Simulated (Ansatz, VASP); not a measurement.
**One calculation of Sc, two programs**

INCAR

```
  ALGO = Normal
  EDIFF = 1E-6
  ENCUT = 520
  GGA = PE
  ISIF = 2
  ISMEAR = -1
  LASPH = True
  LCHARG = False
  LREAL = False
  LWAVE = False
  NBANDS = 18
  NELM = 80
  PREC = Accurate
  SIGMA = 0.05
```

Contents of KPOINTS:

```
k-points
0
Gamma
  8 8 4
```

File POSCAR:

```
Sc
1.0
    3.3420900000      0.0000000000      0.0000000000
   -1.6710450000      2.8943348417      0.0000000000
    0.0000000000      0.0000000000      5.2733000000
Sc
2
Direct
    0.6666666667      0.3333333333      0.7500000000
    0.3333333333      0.6666666667      0.2500000000
```

The input input.yaml:

```yaml
crystal:
  lattice:
    - [3.34209, 0.0, 0.0]
    - [-1.671045, 2.8943348417, 0.0]
    - [0.0, 0.0, 5.2733]
  atoms:
    - { symbol: Sc, position: [0.6666666667, 0.3333333333, 0.75] }
    - { symbol: Sc, position: [0.3333333333, 0.6666666667, 0.25] }
hamiltonian:
  xc: pbe
  pseudopotentials: { kind: paw }
kpoints:
  mp_grid: { grid: [8, 8, 4] }
scf:
  occupations: { method: fermi_dirac, width: 0.05 }
output:
  forces: true
  stress: true
  eigenvalues: true
```

Alike in both runs: task single point; functional PBE; k mesh 8 × 8 × 4; occupations fermi-dirac, width 0.05 eV; no spin polarisation.

|  | VASP | Ansatz |
| --- | --- | --- |
| version | VASP 6.6.1 | Ansatz 0.2.0 |
| potentials or method | VASP PAW PBE potentials, release 64 (Sc_sv) | Ansatz PAW |
| plane-wave cutoff (eV) | 520 | 420 |
| valence electrons in the cell | 22 | 22 |

```tsv
	VASP	Ansatz	Ansatz less VASP
gap on the k mesh at the Fermi level (eV)	none	none	-
pressure (GPa)	-1.8	-1.8	-0.02
traceless stress, the component that is largest in VASP (GPa)	-0.68	-0.68	-0.001
```

A gap of «none» marks a metal or a gap that the smearing closes. With one functional, cell and mesh, what is left measures potentials, basis and numerics.
